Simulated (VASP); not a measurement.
FeS2, 6 atoms in the cell. The structure is orthorhombic, space group Pnnm (No. 58). The conventional cell has a = 4.439 Å, b = 5.410 Å, c = 3.389 Å, α = 90.00°, β = 90.00°, γ = 90.00°. Fe (site symmetry 2/m) has 6 S at 2.23 to 2.24 Å within 2.9 Å. S (site symmetry m) has 3 Fe at 2.23 to 2.24 Å and 1 S at 2.28 Å within 2.9 Å. 

| Item | Value |
| --- | --- |
| Program | VASP 6.6.1 |
| Task | density of states |
| Functional | PBE |
| Potentials or basis | VASP PAW PBE potentials, release 64 (Fe, S) |
| Cutoff | 520 eV |
| k mesh | 6 × 6 × 8 |
| Occupations | gaussian, width 0.02 eV |
| Spin | no spin polarisation |
| Dipole correction | no |
| k mesh for the DOS | 9 × 9 × 12 |
| Occupations for the DOS | tetrahedron |
| Further INCAR settings | ALGO = Normal; EDIFF = 1e-06 |

Potentials or basis: VASP PAW PBE potentials, release 64 (Fe, S).

The run is started by

```console
$ cat potpaw_PBE.64/Fe/POTCAR potpaw_PBE.64/S/POTCAR > POTCAR
$ cp INCAR.step1 INCAR
$ cp KPOINTS.step1 KPOINTS
$ mpirun -np 1 vasp_std > vasp.out
$ cp INCAR.step2 INCAR
$ cp KPOINTS.step2 KPOINTS
$ mpirun -np 1 vasp_std > vasp.out
```

Hardware: 1 thread of AMD EPYC 9R45 (Zen 5), on a shared host.

Task: How long does it take, and how much memory?

Result: It took 6.5 min on 1 thread of AMD EPYC 9R45 (Zen 5) (shared host), peak memory 0.36 GiB. Counts: k points 175.
